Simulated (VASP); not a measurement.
# Pd (Fm-3m) in VASP: further runs

The runs below take Pd through elastic constants, with LDA, PBE.

Everything below comes from runs of VASP 6.6.1. Logs are shortened: lines on timing, memory, paths and dates and some standing lists are left out, and cuts for length are marked.

## (1) The cell of the first run

It takes space group Fm-3m (No. 225, cubic). Conventional cell: a = 3.893 Å, b = 3.893 Å, c = 3.893 Å, α = 90.00°, β = 90.00°, γ = 90.00°. Pd (site symmetry m-3m) has 12 Pd at 2.75 Å within 3.6 Å.

## (2) Elastic constants, LDA

Input file INCAR:

```
PREC = Accurate
ENCUT = 600
EDIFF = 1E-8
ISMEAR = -1
SIGMA = 0.05
LREAL = F
LASPH = T
NELM = 80
ALGO = Fast
ISIF = 3
LWAVE = F
LCHARG = T
NBANDS = 11
IBRION = 6
NFREE = 2
POTIM = 0.015
NSW = 1
```

Input file KPOINTS:

```
Automatic mesh
0
Gamma
  9 9 9
```

Input file POSCAR:

```
Pd
1.0
    0.0000000000      1.9465000000      1.9465000000
    1.9465000000      0.0000000000      1.9465000000
    1.9465000000      1.9465000000      0.0000000000
Pd
1
Direct
    0.0000000000      0.0000000000      0.0000000000
```

Potentials or basis: VASP PAW LDA potentials, release 64 (Pd).

Launch:

```
cat potpaw_LDA.64/Pd/POTCAR > POTCAR
mpirun -np 1 vasp_std > vasp.out
```

OUTCAR:

```text
PREC = Accurate
   ENCUT = 600
   EDIFF = 1E-8
   ISMEAR = -1
   LREAL = F
   LASPH = T
   NELM = 80
   ISIF = 3
   IBRION = 6
   NFREE = 2
   POTIM = 0.015
   NSW = 1

 ion  position               nearest neighbor table
   1  0.000  0.000  0.000-

  LATTYP: Found a face centered cubic cell.
 ALAT       =     3.8930000000

  Lattice vectors:

 A1 = (   0.0000000000,   1.9465000000,   1.9465000000)
 A2 = (   1.9465000000,   0.0000000000,   1.9465000000)
 A3 = (   1.9465000000,   1.9465000000,   0.0000000000)

Analysis of symmetry for initial positions (statically):
[... 33 lines left out ...]
                                     Primitive cell

  volume of cell :      14.7500

  direct lattice vectors                    reciprocal lattice vectors
     0.000000000  1.946500000  1.946500000    -0.256871307  0.256871307  0.256871307
     1.946500000  0.000000000  1.946500000     0.256871307 -0.256871307  0.256871307
     1.946500000  1.946500000  0.000000000     0.256871307  0.256871307 -0.256871307

  length of vectors
     2.752766699  2.752766699  2.752766699     0.444914156  0.444914156  0.444914156

  position of ions in fractional coordinates (direct lattice)
     0.000000000  0.000000000  0.000000000

  ion indices of the primitive-cell ions
   primitive index   ion index
                 1           1

----------------------------------------------------------------------------------------

 KPOINTS: Automatic mesh

Automatic generation of k-mesh.
 Grid dimensions read from file:
 generate k-points for:    9    9    9

 Generating k-lattice:

  Cartesian coordinates                     Fractional coordinates (reciprocal lattice)
    -0.028541256  0.028541256  0.028541256     0.111111111  0.000000000  0.000000000
     0.028541256 -0.028541256  0.028541256     0.000000000  0.111111111  0.000000000
     0.028541256  0.028541256 -0.028541256     0.000000000  0.000000000  0.111111111

  Length of vectors
     0.049434906  0.049434906  0.049434906

  Shift w.r.t. Gamma in fractional coordinates (k-lattice)
     0.000000000  0.000000000  0.000000000

 Subroutine IBZKPT returns following result:
 ===========================================

 Found     35 irreducible k-points:

 Following reciprocal coordinates:
            Coordinates               Weight
  0.000000  0.000000  0.000000      1.000000
  0.111111  0.000000  0.000000      8.000000
  0.222222  0.000000  0.000000      8.000000
  0.333333  0.000000  0.000000      8.000000
  0.444444  0.000000  0.000000      8.000000
  0.111111  0.111111  0.000000      6.000000
[... 16 lines left out ...]
 -0.333333  0.333333  0.000000     12.000000
  0.444444  0.444444  0.000000      6.000000
 [... further k-points ...]
   k-points           NKPTS =     35   k-points in BZ     NKDIM =     35   number of bands    NBANDS=     11
   number of dos      NEDOS =    301   number of ions     NIONS =      1
   total plane-waves  NPLWV =  13824
   dimension x,y,z NGX =    24 NGY =   24 NGZ =   24
   dimension x,y,z NGXF=    48 NGYF=   48 NGZF=   48
   ions per type =               1
   NGX,Y,Z   is equivalent  to a cutoff of  14.49, 14.49, 14.49 a.u.
   NGXF,Y,Z  is equivalent  to a cutoff of  28.99, 28.99, 28.99 a.u.
 SYSTEM =  unknown system
   PREC   = accura    normal or accurate (medium, high low for compatibility)
   ISTART =      0    job   : 0-new  1-cont  2-samecut
   ICHARG =      2    charge: 1-file 2-atom 10-const
   ISPIN  =      1    spin polarized calculation?
   LNONCOLLINEAR =      F non collinear calculations
   LSORBIT =      F    spin-orbit coupling
   LASPH  =      T    aspherical Exc in radial PAW
   ENCUT  =  600.0 eV  44.10 Ry    6.64 a.u.   5.50  5.50  5.50*2*pi/ulx,y,z
[... 45 lines left out ...]
 number of electron       9.9999999 magnetization

 Free energy of the ion-electron system (eV)
  ---------------------------------------------------
  ext. energy  EPLUGINS =         0.00000000
  ---------------------------------------------------
  free energy    TOTEN  =        -6.49525730 eV

  energy without entropy =       -6.47699954  energy(sigma->0) =       -6.48612842

------------------------ aborting loop because EDIFF is reached ----------------------------------------

  FORCE on cell =-STRESS in cart. coord.  units (eV):
  Direction    XX          YY          ZZ          XY          YZ          ZX
  --------------------------------------------------------------------------------------
  -------------------------------------------------------------------------------------
  Total       -0.7882701     -0.7882701     -0.7882701      0.0000000     -0.0000000      0.0000000
  in kB      -85.6233916    -85.6233916    -85.6233916      0.0000000     -0.0000000      0.0000000
  external PRESSURE =     -85.6233916 kB  Pullay stress =       0.0000000 kB
[... 86 lines left out ...]
  FREE ENERGIE OF THE ION-ELECTRON SYSTEM (eV)
  ---------------------------------------------------
  free  energy   TOTEN  =        -6.5045592704 eV

  energy  without entropy=       -6.4866187186  energy(sigma->0) =       -6.49558899

[... ionic steps 4 to 12 ...]

--------------------------------------- Ionic step       13  -------------------------------------------

 number of electron       9.9999999 magnetization

------------------------ aborting loop because EDIFF is reached ----------------------------------------
[... 65 lines left out ...]
--------------------------------------- Ionic step       15  -------------------------------------------

 number of electron      10.0000000 magnetization

 Free energy of the ion-electron system (eV)
  ---------------------------------------------------
  ext. energy  EPLUGINS =         0.00000000
  ---------------------------------------------------
  free energy    TOTEN  =        -6.49525788 eV

  energy without entropy =       -6.47700017  energy(sigma->0) =       -6.48612902

 E-fermi :   9.5532     XC(G=0): -13.5200

 val. band max:        9.5381863589   @ k =   0.4444   0.1111   0.0000
 cond. band min:       9.5778138455   @ k =  -0.4444   0.3333   0.0000
 fundamental gap:      0.0396274866
 Fermi energy:         9.5531821073

 k-point     1 :       0.0000    0.0000    0.0000
  band No.  band energies     occupation
      1       2.3552      2.00000
      2       6.6997      2.00000
      3       6.6997      2.00000
      4       6.6997      2.00000
      5       8.3481      2.00000
      6       8.3481      2.00000
      7      26.7260      0.00000
      8      31.4452      0.00000
      9      31.4452      0.00000
     10      31.4452      0.00000
     11      35.3066      0.00000
[... 309 lines left out ...]
 k-point    24 :       0.4444    0.4444    0.0000
  band No.  band energies     occupation
      1       4.2264      2.00000
      2       4.4827      2.00000
      3       9.4973      1.50674
      4       9.7173      0.07231
      5       9.7173      0.07231
      6      12.1473      0.00000
      7      21.1688      0.00000
      8      22.9627      0.00000
      9      22.9627      0.00000
     10      31.0419      0.00000
     11      31.1732      0.00000

 [... further k-points ...]
[... 5 lines left out ...]
  --------------------------------------------------------------------------------------
  -------------------------------------------------------------------------------------
  Total       -0.7885326     -0.7885326     -0.7885326      0.0000000     -0.0000000     -0.0000000
  in kB      -85.6519020    -85.6519020    -85.6519020      0.0000000     -0.0000000     -0.0000000
  external PRESSURE =     -85.6519020 kB  Pullay stress =       0.0000000 kB
[... 16 lines left out ...]
  FREE ENERGIE OF THE ION-ELECTRON SYSTEM (eV)
  ---------------------------------------------------
  free  energy   TOTEN  =        -6.4952578769 eV

  energy  without entropy=       -6.4770001682  energy(sigma->0) =       -6.48612902

 INTERNAL STRAIN TENSORS FROM STRAINED CELLS
 ============================================

 INTERNAL STRAIN TENSOR FOR ION    1 for displacements in x,y,z  (eV/Angst):
          X           Y           Z          XY          YZ          ZX
  --------------------------------------------------------------------------------
  x    -0.00000    -0.00000    -0.00000     0.00000     0.00000    -0.00000
  y    -0.00000    -0.00000    -0.00000     0.00000     0.00000     0.00000
  z     0.00000     0.00000    -0.00000     0.00000    -0.00000     0.00000

 INTERNAL STRAIN TENSORS FROM DISPLACED ATOMS
 ============================================

 INTERNAL STRAIN TENSOR FOR ION    1 for displacements in x,y,z  (eV/Angst):
          X           Y           Z          XY          YZ          ZX
  --------------------------------------------------------------------------------
  x     0.00000     0.00000     0.00000     0.00000     0.00000     0.00000
  y     0.00000     0.00000     0.00000     0.00000     0.00000     0.00000
  z     0.00000     0.00000     0.00000     0.00000     0.00000     0.00000

 Eigenvectors and eigenvalues of the dynamical matrix
 ----------------------------------------------------

   1 f  =    0.000000 THz     0.000000 2PiTHz    0.000000 cm-1     0.000000 meV
             X         Y         Z           dx          dy          dz
      0.000000  0.000000  0.000000     0.000000    1.000000    0.000000

   2 f  =    0.000000 THz     0.000000 2PiTHz    0.000000 cm-1     0.000000 meV
             X         Y         Z           dx          dy          dz
      0.000000  0.000000  0.000000     1.000000    0.000000    0.000000

   3 f  =    0.000000 THz     0.000000 2PiTHz    0.000000 cm-1     0.000000 meV
             X         Y         Z           dx          dy          dz
      0.000000  0.000000  0.000000     0.000000    0.000000    1.000000

--------------------------------------------------------------------------------------------------------

 ELASTIC MODULI CONTR FROM IONIC RELAXATION (kBar)
 Direction    XX          YY          ZZ          XY          YZ          ZX
 --------------------------------------------------------------------------------
 XX           0.0000      0.0000      0.0000      0.0000      0.0000      0.0000
 YY           0.0000      0.0000      0.0000      0.0000      0.0000      0.0000
 ZZ           0.0000      0.0000      0.0000      0.0000      0.0000      0.0000
 XY           0.0000      0.0000      0.0000      0.0000      0.0000      0.0000
 YZ           0.0000      0.0000      0.0000      0.0000      0.0000      0.0000
 ZX           0.0000      0.0000      0.0000      0.0000      0.0000      0.0000
 --------------------------------------------------------------------------------

 TOTAL ELASTIC MODULI (kBar)
 Direction    XX          YY          ZZ          XY          YZ          ZX
 --------------------------------------------------------------------------------
 XX        2449.5124   1629.1223   1629.1223      0.0000      0.0000     -0.0000
 YY        1629.1223   2449.5124   1629.1223     -0.0000      0.0000      0.0000
 ZZ        1629.1223   1629.1223   2449.5124     -0.0000      0.0000      0.0000
 XY           0.0000     -0.0000     -0.0000    662.6740     -0.0000     -0.0000
 YZ           0.0000      0.0000      0.0000     -0.0000    662.6740     -0.0000
 ZX          -0.0000      0.0000      0.0000     -0.0000     -0.0000    662.6740
 --------------------------------------------------------------------------------
```

Run time: 4.6 min. Hardware: 1 thread of Intel Xeon Platinum 8259CL at 2.50GHz (Skylake/Cascade Lake), shared host; peak memory 0.2 GiB.

What came out:

```yaml
Elastic_constants_C11_C12_C44: 245, 163, 66 GPa
Voigt_bulk_modulus: 190 GPa
```

Elastic tensor in Voigt notation (GPa, in the Cartesian axes of the cell as first typed):
```
245 163 163   0   0   0
163 245 163   0   0   0
163 163 245   0   0   0
  0   0   0  66   0   0
  0   0   0   0  66   0
  0   0   0   0   0  66
```

Clamped-ion elastic tensor (GPa):
```
245 163 163   0   0   0
163 245 163   0   0   0
163 163 245   0   0   0
  0   0   0  66   0   0
  0   0   0   0  66   0
  0   0   0   0   0  66
```

Caveat: the cell is under stress, which shifts elastic constants.

## (3) Elastic constants, PBE

Input file INCAR:

```
SYSTEM = Pd
  ALGO = Fast
  EDIFF = 1E-8
  ENCUT = 600
  GGA = PE
  IBRION = 6
  ISIF = 3
  ISMEAR = -1
  LASPH = .TRUE.
  LCHARG = .FALSE.
  LREAL = .FALSE.
  LWAVE = .FALSE.
  NBANDS = 11
  NELM = 100
  NFREE = 2
  NSW = 1
  POTIM = 0.015
  PREC = Accurate
  SIGMA = 0.05
```

Input file KPOINTS:

```
k-points
0
G
  9 9 9
  0 0 0
```

POSCAR is that of step 2.

Potentials or basis: VASP PAW PBE potentials, release 64 (Pd).

Launch:

```
cat potpaw_PBE.64/Pd/POTCAR > POTCAR
mpirun -np 1 vasp_std > vasp.out
```

Wall time 4.9 min (1 thread of Intel Xeon Platinum 8259CL at 2.50GHz (Skylake/Cascade Lake), shared host); peak memory 0.2 GiB.

Results (log left out):

```
Elastic constants C11, C12, C44 : 255, 171, 76 GPa
Voigt bulk modulus              : 199 GPa
```

Elastic tensor in Voigt notation (GPa, in the Cartesian axes of the cell as first typed):
```
255 171 171   0   0   0
171 255 171   0   0   0
171 171 255   0   0   0
  0   0   0  76   0   0
  0   0   0   0  76   0
  0   0   0   0   0  76
```

Clamped-ion elastic tensor (GPa):
```
255 171 171   0   0   0
171 255 171   0   0   0
171 171 255   0   0   0
  0   0   0  76   0   0
  0   0   0   0  76   0
  0   0   0   0   0  76
```

Caveat: the cell is under stress, which shifts elastic constants.
